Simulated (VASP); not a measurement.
# Zn4HO4 (a cell with a defect) in VASP: further runs, part 2 of 2

VASP 6.6.1. Earlier steps stand in the parts before.

### 5 Single point, PBEsol

INCAR reads:

```
  ALGO = Normal
  EDIFF = 1E-6
  ENCUT = 520
  GGA = PS
  ISIF = 2
  ISMEAR = 0
  LASPH = T
  LCHARG = F
  LREAL = F
  LWAVE = F
  NBANDS = 46
  NELM = 100
  PREC = Accurate
  SIGMA = 0.05
```

KPOINTS reads:

```
k-points
0
Gamma
  4 4 8
```

POSCAR reads:

```
Zn4HO4
1.0
    5.5148137916      0.0000000000      0.0000000000
    0.0000000000      5.5148137916      0.0000000000
    0.0000000000      0.0000000000      3.2430062931
Zn O H
4 4 1
Direct
    0.1820657240      0.1820657240      0.5000000000
    0.8179342760      0.8179342760      0.5000000000
    0.6820657240      0.3179342760      0.0000000000
    0.3179342760      0.6820657240      0.0000000000
    0.8180023132      0.1819976868      0.5000000000
    0.1819976868      0.8180023132      0.5000000000
    0.6819976868      0.6819976868      0.0000000000
    0.3180023132      0.3180023132      0.0000000000
    1.0000405349     -0.2180023132      0.2000000000
```

Run with:

```console
cat potpaw_PBE.64/Zn/POTCAR potpaw_PBE.64/O/POTCAR potpaw_PBE.64/H/POTCAR > POTCAR
mpirun -np 1 vasp_std > vasp.out
```

Run time: 4.6 min. Hardware: 1 thread of Intel Xeon Platinum 8488C (Sapphire Rapids), shared host; peak memory 0.35 GiB.

It converged, with:

```yaml
Free_energy: -38.7176 eV
Pressure: 10.0 GPa
Largest_force: 4.331 eV/Å
```

Forces in eV/Å, atoms in the order of the input:
```
Zn   0.000  0.453  0.036
Zn  -3.208  0.554  2.856
Zn   0.007 -0.163 -0.004
Zn   0.705 -0.641 -0.238
O   -0.015  0.015  0.075
O    0.911  0.294  0.403
O   -0.798 -0.098 -0.570
O    0.027  0.043  0.036
H    2.371 -0.458 -2.594
```

Stress tensor (GPa, compression positive):
```
13.23 -0.87 -3.17
-0.87  5.12  2.13
-3.17  2.13 11.72
```

Levels at points of the mesh, in eV from the Fermi level:
```csv
k point,band 34,band 35,band 36,band 37,band 38,band 39
"(0.00, 0.00, 0.00)",-2.72,-2.62,-2.49,-2.43,1.11,2.58
"(0.50, 0.00, 0.00)",-3.00,-2.95,-2.86,-0.57,0.57,2.15
"(0.00, 0.50, 0.00)",-3.32,-2.75,-2.64,-0.96,0.71,2.78
"(0.50, 0.50, 0.00)",-3.26,-3.22,-3.19,-0.42,1.65,1.96
"(0.00, 0.00, 0.50)",-4.27,-3.83,-3.78,1.01,3.17,3.75
"(0.50, 0.00, 0.50)",-4.08,-3.57,-3.49,0.25,3.20,3.57
"(0.00, 0.50, 0.50)",-3.98,-3.62,-3.53,0.88,3.25,3.80
"(0.50, 0.50, 0.50)",-3.92,-3.69,-3.65,0.08,2.75,2.98
```

Caveat: the PAW data sets were made with another functional, which shifts forces and pressure a little; an odd number of electrons without spin polarisation forces a metal; a magnetic or distorted state may lie lower.

### 6 Single point, PBEsol

Edit INCAR of step 5 so:

```diff
@@ -7,4 +7,6 @@
   LASPH = T
-  LCHARG = F
+  LCHARG = T
+  LELF = T
   LREAL = F
+  LVHAR = T
   LWAVE = F
```

KPOINTS is that of step 5.

Edit POSCAR of step 5 so:

```diff
@@ -16,2 +16,2 @@
     0.3180023132      0.3180023132      0.0000000000
-    1.0000405349     -0.2180023132      0.2000000000
+    1.0000405349     -0.1180023132      0.3000000000
```

Potentials or basis: VASP PAW PBE potentials, release 64 (Zn, O, H).

Run with:

```console
cat potpaw_PBE.64/Zn/POTCAR potpaw_PBE.64/O/POTCAR potpaw_PBE.64/H/POTCAR > POTCAR
mpirun -np 1 vasp_std > vasp.out
```

OUTCAR:

```text
EDIFF = 1E-6
   ENCUT = 520
   GGA = PS
   ISIF = 2
   ISMEAR = 0
   LASPH = T
   LREAL = F
   NELM = 100
   PREC = Accurate

 ion  position               nearest neighbor table
   1  0.182  0.182  0.500-   8 1.94   8 1.94   5 2.01   6 2.01   2 2.84
   2  0.818  0.818  0.500-   9 1.25   7 1.94   7 1.94   6 2.01   5 2.01   1 2.84
   3  0.682  0.318  0.000-   5 1.94   5 1.94   8 2.01   7 2.01   4 2.84
   4  0.318  0.682  0.000-   6 1.94   6 1.94   8 2.01   7 2.01   3 2.84
   5  0.818  0.182  0.500-   3 1.94   3 1.94   1 2.01   2 2.01
   6  0.182  0.818  0.500-   9 1.25   4 1.94   4 1.94   2 2.01   1 2.01
   7  0.682  0.682  0.000-   2 1.94   2 1.94   4 2.01   3 2.01
   8  0.318  0.318  0.000-   1 1.94   1 1.94   4 2.01   3 2.01
[... 1394 lines left out ...]
  external PRESSURE =     141.7131009 kB  Pullay stress =       0.0000000 kB

 VOLUME and BASIS-vectors are now :
 -----------------------------------------------------------------------------
  energy-cutoff  :      520.00
  volume of cell :       98.63
      direct lattice vectors                 reciprocal lattice vectors
     5.514813792  0.000000000  0.000000000     0.181329785  0.000000000  0.000000000
     0.000000000  5.514813792  0.000000000     0.000000000  0.181329785  0.000000000
     0.000000000  0.000000000  3.243006293     0.000000000  0.000000000  0.308355862

 POSITION                                       TOTAL-FORCE (eV/Angst)
 -----------------------------------------------------------------------------------
      1.00406      1.00406      1.62150         0.284227      1.149318      0.218792
      4.51076      4.51076      1.62150        -7.843096     -2.414762      4.780033
      3.76147      1.75335      0.00000        -0.002050     -0.085776     -0.002071
      1.75335      3.76147      0.00000         0.666389     -0.726553     -0.016932
      4.51113      1.00368      1.62150        -0.051943      0.275498      0.142976
      1.00368      4.51113      1.62150         1.257432     -0.082827      0.051485
      3.76109      3.76109      0.00000        -0.379753     -0.055607     -0.502261
      1.75372      1.75372      0.00000        -0.046268      0.044712     -0.007582
      0.00022      4.86405      0.97290         6.115061      1.895997     -4.664439
 -----------------------------------------------------------------------------------
    total drift:                               -0.000046      0.000132     -0.000138

  FREE ENERGIE OF THE ION-ELECTRON SYSTEM (eV)
  ---------------------------------------------------
  free  energy   TOTEN  =       -37.6384094694 eV

  energy  without entropy=      -37.6379631322  energy(sigma->0) =      -37.63818630
```

stdout:

```text
POSCAR found type information on POSCAR ZnO H
 POSCAR found :  3 types and       9 ions
 scaLAPACK will be used
 -----------------------------------------------------------------------------
|                                                                             |
|                                                                             |
|     You enforced a specific xc type in the INCAR file but a different       |
|     I HOPE YOU KNOW WHAT YOU ARE DOING!                                     |
|                                                                             |
 -----------------------------------------------------------------------------

 LDA part: xc-table for (Slater+PW92), standard interpolation
 POSCAR, INCAR and KPOINTS ok, starting setup
 FFT: planning ... GRIDC
 FFT: planning ... GRID_SOFT
 FFT: planning ... GRID
 WAVECAR not read
 entering main loop
```

It took 4.9 min on 1 thread of Intel Xeon Platinum 8488C (Sapphire Rapids), shared host; peak memory 0.35 GiB.

Results:

```yaml
Free_energy: -37.6384 eV
Pressure: 14.2 GPa
Largest_force: 9.497 eV/Å
```

Forces in eV/Å, atoms in the order of the input:
```
Zn   0.284  1.149  0.219
Zn  -7.843 -2.415  4.780
Zn  -0.002 -0.086 -0.002
Zn   0.666 -0.727 -0.017
O   -0.052  0.275  0.143
O    1.257 -0.083  0.051
O   -0.380 -0.056 -0.502
O   -0.046  0.045 -0.008
H    6.115  1.896 -4.664
```

Stress tensor (GPa, compression positive):
```
21.18  3.79 -6.34
 3.79  9.60 -0.94
-6.34 -0.94 11.73
```

Caveat: the PAW data sets were made with another functional, which shifts forces and pressure a little; an odd number of electrons without spin polarisation forces a metal; a magnetic or distorted state may lie lower.
